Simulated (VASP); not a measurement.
# ScIr (Pm-3m) in VASP: further runs

The runs below take ScIr through single point, relaxation of cell and atoms, with LDA.

Everything below comes from runs of VASP 6.6.1. Logs are shortened: lines on timing, memory, paths and dates and some standing lists are left out, and cuts for length are marked.

## (1) The cell of the first run

The structure is cubic, space group Pm-3m (No. 221). Conventional cell: a = 3.162 Å, b = 3.162 Å, c = 3.162 Å, α = 90.00°, β = 90.00°, γ = 90.00°. Sc (site symmetry m-3m) has 8 Ir at 2.74 Å and 6 Sc at 3.16 Å within 3.6 Å. Ir (site symmetry m-3m) has 8 Sc at 2.74 Å and 6 Ir at 3.16 Å within 3.6 Å.

## (2) Single point, LDA

Input file INCAR:

```
PREC = Accurate ; ENCUT = 560
EDIFF = 1E-6 ; ISMEAR = -1
SIGMA = 0.1 ; LREAL = F
LASPH = T ; NELM = 120
ALGO = Normal ; ISIF = 2
LWAVE = F ; LCHARG = F
GGA = CA ; NBANDS = 21
GGA_COMPAT = F
```

Input file KPOINTS:

```
Automatic mesh
0
Gamma
  12 12 12
```

Input file POSCAR:

```
ScIr
1.0
    3.1620733756      0.0000000000      0.0000000000
    0.0000000000      3.1620733756      0.0000000000
    0.0000000000      0.0000000000      3.1620733756
Sc Ir
1 1
Direct
    0.5000000000      0.5000000000      0.5000000000
    0.0000000000      0.0000000000      0.0000000000
```

Potentials or basis: VASP PAW LDA potentials, release 64 (Sc_sv, Ir_sv_GW).

Started as:

```sh
$ cat potpaw_LDA.64/Sc_sv/POTCAR potpaw_LDA.64/Ir_sv_GW/POTCAR > POTCAR
$ mpirun -np 1 vasp_std > vasp.out
```

OUTCAR:

```text
PREC = Accurate
   ENCUT = 560
   EDIFF = 1E-6
   ISMEAR = -1
   LREAL = F
   LASPH = T
   NELM = 120
   ISIF = 2
   GGA = CA

 ion  position               nearest neighbor table
   1  0.500  0.500  0.500-   2 2.74   2 2.74   2 2.74   2 2.74   2 2.74   2 2.74   2 2.74   2 2.74

   2  0.000  0.000  0.000-   1 2.74   1 2.74   1 2.74   1 2.74   1 2.74   1 2.74   1 2.74   1 2.74

  LATTYP: Found a simple cubic cell.
 ALAT       =     3.1620733756

  Lattice vectors:

 A1 = (   3.1620733756,   0.0000000000,   0.0000000000)
 A2 = (   0.0000000000,   3.1620733756,   0.0000000000)
 A3 = (   0.0000000000,   0.0000000000,   3.1620733756)

Analysis of symmetry for initial positions (statically):
=====================================================================
 Subroutine PRICEL returns:
 Original cell was already a primitive cell.

 Routine SETGRP: Setting up the symmetry group for a
 simple cubic supercell.

 Subroutine GETGRP returns: Found 48 space group operations
 (whereof 48 operations were pure point group operations)
 out of a pool of 48 trial point group operations.

The static configuration has the point symmetry O_h .

Analysis of symmetry for dynamics (positions and initial velocities):
=====================================================================
 Subroutine PRICEL returns:
 Original cell was already a primitive cell.

 Routine SETGRP: Setting up the symmetry group for a
 simple cubic supercell.

 Subroutine GETGRP returns: Found 48 space group operations
 (whereof 48 operations were pure point group operations)
 out of a pool of 48 trial point group operations.

The dynamic configuration has the point symmetry O_h .

 Subroutine INISYM returns: Found 48 space group operations
 (whereof 48 operations are pure point group operations),
 and found     1 'primitive' translations

----------------------------------------------------------------------------------------

                                     Primitive cell

  volume of cell :      31.6166

  direct lattice vectors                    reciprocal lattice vectors
     3.162073376  0.000000000  0.000000000     0.316248196  0.000000000  0.000000000
     0.000000000  3.162073376  0.000000000     0.000000000  0.316248196  0.000000000
     0.000000000  0.000000000  3.162073376     0.000000000  0.000000000  0.316248196

  length of vectors
     3.162073376  3.162073376  3.162073376     0.316248196  0.316248196  0.316248196

  position of ions in fractional coordinates (direct lattice)
     0.500000000  0.500000000  0.500000000
     0.000000000  0.000000000  0.000000000

  ion indices of the primitive-cell ions
   primitive index   ion index
                 1           1
                 2           2

----------------------------------------------------------------------------------------

 KPOINTS: Automatic mesh

Automatic generation of k-mesh.
 Grid dimensions read from file:
 generate k-points for:   12   12   12

 Generating k-lattice:

  Cartesian coordinates                     Fractional coordinates (reciprocal lattice)
     0.026354016  0.000000000  0.000000000     0.083333333  0.000000000  0.000000000
     0.000000000  0.026354016  0.000000000     0.000000000  0.083333333  0.000000000
     0.000000000  0.000000000  0.026354016     0.000000000  0.000000000  0.083333333

  Length of vectors
     0.026354016  0.026354016  0.026354016

  Shift w.r.t. Gamma in fractional coordinates (k-lattice)
     0.000000000  0.000000000  0.000000000

 Subroutine IBZKPT returns following result:
 ===========================================

 Found     84 irreducible k-points:

 Following reciprocal coordinates:
            Coordinates               Weight
  0.000000  0.000000  0.000000      1.000000
  0.083333  0.000000  0.000000      6.000000
  0.166667  0.000000  0.000000      6.000000
  0.250000  0.000000  0.000000      6.000000
  0.333333  0.000000  0.000000      6.000000
  0.416667  0.000000  0.000000      6.000000
[... 16 lines left out ...]
  0.333333  0.333333  0.000000     12.000000
  0.416667  0.333333  0.000000     24.000000
 [... further k-points ...]
   k-points           NKPTS =     84   k-points in BZ     NKDIM =     84   number of bands    NBANDS=     21
   number of dos      NEDOS =    301   number of ions     NIONS =      2
   total plane-waves  NPLWV =  13824
   dimension x,y,z NGX =    24 NGY =   24 NGZ =   24
   dimension x,y,z NGXF=    48 NGYF=   48 NGZF=   48
   ions per type =               1   1
   NGX,Y,Z   is equivalent  to a cutoff of  12.62, 12.62, 12.62 a.u.
   NGXF,Y,Z  is equivalent  to a cutoff of  25.24, 25.24, 25.24 a.u.
 SYSTEM =  unknown system
   PREC   = accura    normal or accurate (medium, high low for compatibility)
   ISTART =      0    job   : 0-new  1-cont  2-samecut
   ICHARG =      2    charge: 1-file 2-atom 10-const
   ISPIN  =      1    spin polarized calculation?
   LNONCOLLINEAR =      F non collinear calculations
   LSORBIT =      F    spin-orbit coupling
   LASPH  =      T    aspherical Exc in radial PAW
   ENCUT  =  560.0 eV  41.16 Ry    6.42 a.u.   6.10  6.10  6.10*2*pi/ulx,y,z
   NELM   =    120;   NELMIN=  2; NELMDL= -5     # of ELM steps
   EDIFF  = 0.1E-05   stopping-criterion for ELM
   LREAL  =      F    real-space projection
   EDIFFG = 0.1E-04   stopping-criterion for IOM
   NSW    =      0    number of steps for IOM
   IBRION =     -1    ionic relax: 0-MD 1-quasi-New 2-CG
   NFREE  =      0    steps in history (QN), initial steepest desc. (CG)
   ISIF   =      2    stress and relaxation
   ISYM   =      2    0-nonsym 1-usesym 2-fastsym
   POTIM  = 0.5000    time-step for ionic-motion
   TEBEG  =    0.0;   TEEND  =   0.0 temperature during run
   PSTRESS=    0.0 pullay stress
   NELECT =      28.0000    total number of electrons
   NUPDOWN=      -1.0000    fix difference up-down
   EMIN   =  10.00;   EMAX   =-10.00  energy-range for DOS
   EFERMI =   0.00;   METHOD = LEGACY
   ISMEAR =    -1;   SIGMA  =   0.10  broadening in eV -4-tet -1-fermi 0-gaus
   EFERMI_NEDOS =   21; number of points for ismear=-14 and -15
   IALGO  =     38    algorithm
   IMIX   =      4    mixing-type and parameters
     AMIX     =   0.40;   BMIX     =  1.00
     AMIX_MAG =   1.60;   BMIX_MAG =  1.00
  volume/ion in A,a.u.               =      15.81       106.68
  Fermi-wavevector in a.u.,A,eV,Ry     =   1.572132  2.970898 33.628129  2.471598
  Thomas-Fermi vector in A             =   2.673612
   LORBIT       =      0    0 simple, 1 ext, 2 COOP (PROOUT), +10 PAW based schemes
   GGA     = CA    functional components
   LHFCALC =     F    Hartree Fock is set to
   AEXX    =    0.0000 exact exchange contribution
   IVDW    =     0    specifies the selected vdW correction
   LEPSILON=     F    determine dielectric tensor
   LRPA    =     F    only Hartree local field effects (RPA)
 non-spin polarized calculation
  energy-cutoff  :      560.00
  volume of cell :       31.62
 maximum number of plane-waves:       976
   NGX = 13   NGY = 13   NGZ = 13

 number of electron      28.0000002 magnetization

 Free energy of the ion-electron system (eV)
  ---------------------------------------------------
  ext. energy  EPLUGINS =         0.00000000
  ---------------------------------------------------
  free energy    TOTEN  =       -19.71337381 eV

  energy without entropy =      -19.68775746  energy(sigma->0) =      -19.70056564

 E-fermi :   8.6680     XC(G=0): -13.1059

 val. band max:        8.6570052370   @ k =   0.5000   0.4167   0.4167
 cond. band min:       8.6885635851   @ k =   0.5000   0.0000   0.0000
 fundamental gap:      0.0315583481
 Fermi energy:         8.6679604742

 k-point     1 :       0.0000    0.0000    0.0000
  band No.  band energies     occupation
      1     -83.1203      2.00000
      2     -40.1741      2.00000
      3     -40.1741      2.00000
      4     -40.1741      2.00000
      5     -39.8047      2.00000
      6     -18.6745      2.00000
[... 13 lines left out ...]
     20      17.1771      0.00000
     21      17.1771      0.00000

 k-point     2 :       0.0833    0.0000    0.0000
  band No.  band energies     occupation
      1     -83.1203      2.00000
      2     -40.1932      2.00000
      3     -40.1737      2.00000
      4     -40.1737      2.00000
      5     -39.7887      2.00000
      6     -18.7004      2.00000
[... 13 lines left out ...]
     20      16.6593      0.00000
     21      17.6999      0.00000

 k-point     3 :       0.1667    0.0000    0.0000
  band No.  band energies     occupation
      1     -83.1198      2.00000
      2     -40.2382      2.00000
      3     -40.1722      2.00000
      4     -40.1722      2.00000
      5     -39.7508      2.00000
      6     -18.7706      2.00000
[... 13 lines left out ...]
     20      15.4954      0.00000
     21      18.9254      0.00000

 k-point     4 :       0.2500    0.0000    0.0000
  band No.  band energies     occupation
      1     -83.1192      2.00000
      2     -40.2909      2.00000
      3     -40.1704      2.00000
      4     -40.1704      2.00000
      5     -39.7079      2.00000
      6     -18.8651      2.00000
[... 13 lines left out ...]
     20      14.3331      0.00000
     21      20.4703      0.00000

 k-point     5 :       0.3333    0.0000    0.0000
  band No.  band energies     occupation
      1     -83.1186      2.00000
      2     -40.3375      2.00000
      3     -40.1683      2.00000
      4     -40.1683      2.00000
      5     -39.6712      2.00000
      6     -18.9580      2.00000
[... 13 lines left out ...]
     20      13.7194      0.00000
     21      22.1457      0.00000

 k-point     6 :       0.4167    0.0000    0.0000
  band No.  band energies     occupation
      1     -83.1179      2.00000
      2     -40.3686      2.00000
      3     -40.1666      2.00000
      4     -40.1666      2.00000
      5     -39.6469      2.00000
      6     -19.0251      2.00000
[... 13 lines left out ...]
     20      13.6422      0.00000
     21      23.7583      0.00000

 k-point     7 :       0.5000    0.0000    0.0000
  band No.  band energies     occupation
      1     -83.1170      2.00000
      2     -40.3793      2.00000
      3     -40.1655      2.00000
      4     -40.1655      2.00000
      5     -39.6384      2.00000
      6     -19.0494      2.00000
[... 13 lines left out ...]
     20      13.6750      0.00000
     21      24.0570      0.00000
[... 291 lines left out ...]
      1     -83.1174      2.00000
      2     -40.2989      2.00000
      3     -40.2155      2.00000
      4     -40.1645      2.00000
      5     -39.6867      2.00000
      6     -18.9243      2.00000
[... 13 lines left out ...]
     20      14.5149      0.00000
     21      18.2995      0.00000

 k-point    21 :       0.4167    0.2500    0.0000
  band No.  band energies     occupation
      1     -83.1167      2.00000
      2     -40.3141      2.00000
      3     -40.2108      2.00000
      4     -40.1630      2.00000
      5     -39.6833      2.00000
      6     -18.9816      2.00000
[... 13 lines left out ...]
     20      13.8052      0.00000
     21      19.0376      0.00000

 k-point    22 :       0.5000    0.2500    0.0000
  band No.  band energies     occupation
      1     -83.1165      2.00000
      2     -40.3204      2.00000
      3     -40.2085      2.00000
      4     -40.1624      2.00000
      5     -39.6822      2.00000
      6     -19.0028      2.00000
[... 13 lines left out ...]
     20      13.5992      0.00000
     21      19.4039      0.00000

 k-point    23 :       0.3333    0.3333    0.0000
  band No.  band energies     occupation
      1     -83.1166      2.00000
      2     -40.2846      2.00000
      3     -40.2316      2.00000
      4     -40.1625      2.00000
      5     -39.6964      2.00000
      6     -18.9178      2.00000
[... 13 lines left out ...]
     20      14.2398      0.00000
     21      17.7959      0.00000

 k-point    24 :       0.4167    0.3333    0.0000
  band No.  band energies     occupation
      1     -83.1162      2.00000
      2     -40.2845      2.00000
      3     -40.2324      2.00000
      4     -40.1612      2.00000
      5     -39.7044      2.00000
      6     -18.9601      2.00000
[... 13 lines left out ...]
     20      13.6772      0.00000
     21      17.9561      0.00000

 [... further k-points ...]
[... 5 lines left out ...]
  --------------------------------------------------------------------------------------
  -------------------------------------------------------------------------------------
  Total        0.0494438      0.0494438      0.0494438      0.0000000      0.0000000      0.0000000
  in kB        2.5055717      2.5055717      2.5055717      0.0000000      0.0000000      0.0000000
  external PRESSURE =       2.5055717 kB  Pullay stress =       0.0000000 kB

 VOLUME and BASIS-vectors are now :
 -----------------------------------------------------------------------------
  energy-cutoff  :      560.00
  volume of cell :       31.62
      direct lattice vectors                 reciprocal lattice vectors
     3.162073376  0.000000000  0.000000000     0.316248196  0.000000000  0.000000000
     0.000000000  3.162073376  0.000000000     0.000000000  0.316248196  0.000000000
     0.000000000  0.000000000  3.162073376     0.000000000  0.000000000  0.316248196

 POSITION                                       TOTAL-FORCE (eV/Angst)
 -----------------------------------------------------------------------------------
      1.58104      1.58104      1.58104         0.000000      0.000000      0.000000
      0.00000      0.00000      0.00000         0.000000      0.000000      0.000000
 -----------------------------------------------------------------------------------
    total drift:                                0.000000      0.000000     -0.000000

  FREE ENERGIE OF THE ION-ELECTRON SYSTEM (eV)
  ---------------------------------------------------
  free  energy   TOTEN  =       -19.7133738149 eV

  energy  without entropy=      -19.6877574630  energy(sigma->0) =      -19.70056564
```

Wall time 23 s (1 thread of Intel Xeon Platinum 8488C (Sapphire Rapids), shared host); peak memory 0.18 GiB.

Results:

| Property | Result |
| --- | --- |
| Free energy | -19.7134 eV |
| Pressure | 0.3 GPa |
| Band gap on the k mesh | zero (bands 14 and 15 overlap by 0.61 eV) |

Caveat: spin-orbit coupling is left out, which moves the levels of the heavy elements.

## (3) Relaxation of cell and atoms, LDA

This run uses another cell than the first one, of 16.48 Å³/atom.

Input file INCAR:

```
SYSTEM = ScIr
ALGO     = Normal         ! electronic algorithm
EDIFF    = 1E-7           ! SCF threshold, eV
EDIFFG   = -0.002         ! ionic threshold
ENCUT    = 560            ! plane-wave cutoff, eV
GGA      = CA             ! functional
GGA_COMPAT= .FALSE.      
IBRION   = 2              ! ionic algorithm
ISIF     = 3              ! what is computed and relaxed
ISMEAR   = -1             ! smearing method
LASPH    = .TRUE.         ! aspherical terms in the spheres
LCHARG   = .FALSE.        ! write CHGCAR
LREAL    = .FALSE.        ! projectors in reciprocal space
LWAVE    = .FALSE.        ! write WAVECAR
NELM     = 120            ! most SCF steps
NELMIN   = 4            
NSW      = 100            ! ionic steps
PREC     = Accurate       ! precision mode
SIGMA    = 0.1            ! smearing width, eV
```

Input file KPOINTS:

```
k-points
0
G
  12 12 12
  0 0 0
```

Input file POSCAR:

```
ScIr
1.0
    3.2060000000      0.0000000000      0.0000000000
    0.0000000000      3.2060000000      0.0000000000
    0.0000000000      0.0000000000      3.2060000000
Sc Ir
1 1
Direct
    0.5000000000      0.5000000000      0.5000000000
    0.0000000000      0.0000000000      0.0000000000
```

Potentials or basis: VASP PAW LDA potentials, release 64 (Sc_sv, Ir_sv_GW).

Started as:

```sh
$ cat potpaw_LDA.64/Sc_sv/POTCAR potpaw_LDA.64/Ir_sv_GW/POTCAR > POTCAR
$ mpirun -np 1 vasp_std > vasp.out
```

Run time: 2.4 min. Hardware: 1 thread of Intel Xeon Platinum 8488C (Sapphire Rapids), shared host; peak memory 0.21 GiB.

It converged, with:

```
Free energy                           : -19.7197 eV
Relaxed volume                        : 15.84 Å³/atom
Relaxed cell                          : a = 3.164 Å, b = 3.164 Å, c = 3.164 Å, α = 90.00°, β = 90.00°, γ = 90.00°
Space group after relaxing (to 0.1 Å) : Pm-3m (No. 221)
Energy gained by relaxing             : 14.9 meV/atom
Ionic steps                           : 4
Pressure after relaxing               : 0.0 GPa
Band gap on the k mesh                : zero (bands 14 and 15 overlap by 0.60 eV)
```

The path:
| step | energy change (eV) | largest force (eV/Å) | pressure (GPa) | volume (Å³) |
| --- | --- | --- | --- | --- |
| 1 | 0.0000 | 0.0000 | -7.24 | 32.95 |
| 2 | 0.0727 | 0.0000 | 16.18 | 29.53 |
| 3 | -0.0297 | 0.0000 | -0.19 | 31.71 |
| 4 | -0.0297 | 0.0000 | 0.02 | 31.68 |

Final structure:
```
CELL_PARAMETERS angstrom
3.16423 0.00000 0.00000
0.00000 3.16423 0.00000
0.00000 0.00000 3.16423
ATOMIC_POSITIONS crystal
Sc 0.50000 0.50000 0.50000
Ir 0.00000 0.00000 0.00000
```

Levels at points of the mesh, in eV from the Fermi level:
```
           k point  band 11  band 12  band 13  band 14  band 15  band 16  band 17  band 18
(0.00, 0.00, 0.00)    -5.23    -1.93    -1.93    -1.93     2.29     2.29     4.52     4.52
(0.50, 0.00, 0.00)    -3.04    -2.35    -2.35    -1.29     0.03     0.51     1.65     1.65
(0.50, 0.50, 0.00)    -3.38    -3.38    -0.27     0.35     0.99     0.99     2.87     4.45
(0.50, 0.50, 0.50)    -3.75    -1.16    -1.16    -1.16    -0.19    -0.19     4.55     4.55
```

Caveat: spin-orbit coupling is left out, which moves the levels of the heavy elements. LDA usually gives volumes a few per cent too small.

## (4) Relaxation of cell and atoms, LDA

This run uses another cell than the first one, of 16.48 Å³/atom.

Input file INCAR:

```
ALGO = Normal ; EDIFF = 1E-7
EDIFFG = -0.002 ; ENCUT = 560
GGA = CA ; GGA_COMPAT = F
IBRION = 2 ; ISIF = 3
ISMEAR = -1 ; LASPH = T
LCHARG = F ; LREAL = F
LWAVE = F ; NELM = 120
NELMIN = 4 ; NSW = 100
PREC = Accurate ; SIGMA = 0.1
```

Input file KPOINTS:

```
k-points
0
Gamma
  12 12 12
```

POSCAR is that of step 3.

Started as:

```sh
$ cat potpaw_LDA.64/Sc_sv/POTCAR potpaw_LDA.64/Ir_sv_GW/POTCAR > POTCAR
$ mpirun -np 1 vasp_std > vasp.out
```

Wall time 2.9 min (1 thread of Intel Xeon Platinum 8259CL at 2.50GHz (Skylake/Cascade Lake), shared host); peak memory 0.2 GiB.

The run converged. Its results:

| Quantity | Value |
| --- | --- |
| Free energy | -19.7197 eV |
| Relaxed volume | 15.84 Å³/atom |
| Relaxed cell | a = 3.164 Å, b = 3.164 Å, c = 3.164 Å, α = 90.00°, β = 90.00°, γ = 90.00° |
| Space group after relaxing (to 0.1 Å) | Pm-3m (No. 221) |
| Energy gained by relaxing | 14.9 meV/atom |
| Ionic steps | 4 |
| Pressure after relaxing | 0.0 GPa |
| Band gap on the k mesh | zero (bands 14 and 15 overlap by 0.60 eV) |

Step by step:
| step | energy change (eV) | largest force (eV/Å) | pressure (GPa) | volume (Å³) |
| --- | --- | --- | --- | --- |
| 1 | 0.0000 | 0.0000 | -7.24 | 32.95 |
| 2 | 0.0727 | 0.0000 | 16.18 | 29.53 |
| 3 | -0.0297 | 0.0000 | -0.19 | 31.71 |
| 4 | -0.0297 | 0.0000 | 0.02 | 31.68 |

Final structure:
```yaml
crystal:
  lattice:
    - [3.16423, 0.00000, 0.00000]
    - [0.00000, 3.16423, 0.00000]
    - [0.00000, 0.00000, 3.16423]
  atoms:
    - { symbol: Sc, position: [0.50000, 0.50000, 0.50000] }
    - { symbol: Ir, position: [0.00000, 0.00000, 0.00000] }
```

Levels at points of the mesh, in eV from the Fermi level:
```csv
k point,band 10,band 11,band 12,band 13,band 14,band 15,band 16,band 17,band 18
"(0.00, 0.00, 0.00)",-5.23,-5.23,-1.93,-1.93,-1.93,2.29,2.29,4.52,4.52
"(0.50, 0.00, 0.00)",-4.07,-3.04,-2.35,-2.35,-1.29,0.03,0.51,1.65,1.65
"(0.50, 0.50, 0.00)",-5.12,-3.38,-3.38,-0.27,0.35,0.99,0.99,2.87,4.45
"(0.50, 0.50, 0.50)",-3.75,-3.75,-1.16,-1.16,-1.16,-0.19,-0.19,4.55,4.55
```

Caveat: spin-orbit coupling is left out, which moves the levels of the heavy elements. LDA usually gives volumes a few per cent too small.

(Part 1 of 2 ends here.)

The gap in the log of VASP goes by the Fermi energy; the results here count the filled bands.